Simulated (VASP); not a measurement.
A run of VASP 6.6.1:

The input POSCAR:

```
C
1.0
   -2.4945846024     -1.4279737392      3.4304951856
    2.3662954641     -1.4084315836      3.3446352740
   -0.0472205660      2.8524624474      3.3943680299
C
8
Direct
    0.2027118172      0.1409508827      0.1576411819
    0.6421405413      0.6944095022      0.1494816110
    0.6463771470      0.1443951583      0.7149327704
    0.1359420610      0.6772525670      0.6726778026
    0.8785063873      0.8155065217      0.8406500232
    0.3153046106      0.3672110519      0.8303184123
    0.3065036707      0.8392353085      0.3490898359
    0.8725137649      0.3210390077      0.2852083627
```

Contents of INCAR.step1:

```
  ALGO = Normal
  EDIFF = 1E-4
  ENCUT = 520
  GGA = PE
  ISMEAR = 0
  LASPH = True
  LCHARG = False
  LREAL = False
  LWAVE = True
  NBANDS = 26
  NELM = 60
  PREC = Accurate
  SIGMA = 0.05
```

The input INCAR.step2:

```
  ALGO = Normal
  EDIFF = 1E-6
  ENCUT = 520
  ISIF = 2
  ISMEAR = 0
  ISTART = 1
  LASPH = True
  LCHARG = False
  LMIXTAU = True
  LREAL = False
  LWAVE = False
  METAGGA = R2SCAN
  NBANDS = 26
  NELM = 60
  PREC = Accurate
  SIGMA = 0.05
```

KPOINTS

```
k-points
0
Gamma
  6 6 6
```

Potentials or basis: VASP PAW PBE potentials, release 64 (C).

The run is started by

```bash
$ cat potpaw_PBE.64/C/POTCAR > POTCAR
$ cp INCAR.step1 INCAR
$ mpirun -np 1 vasp_std > vasp.out
$ cp INCAR.step2 INCAR
$ mpirun -np 1 vasp_std > vasp.out
```

Hardware: 1 thread of Intel(R) Xeon(R) 6975P-C (Granite Rapids), with other jobs on the host.

Task: How long does it take, and how much memory?

Result: Run time: 4.2 min on 1 thread of Intel(R) Xeon(R) 6975P-C (Granite Rapids), on a shared host, peak memory 0.27 GiB. Counts: k points 112.
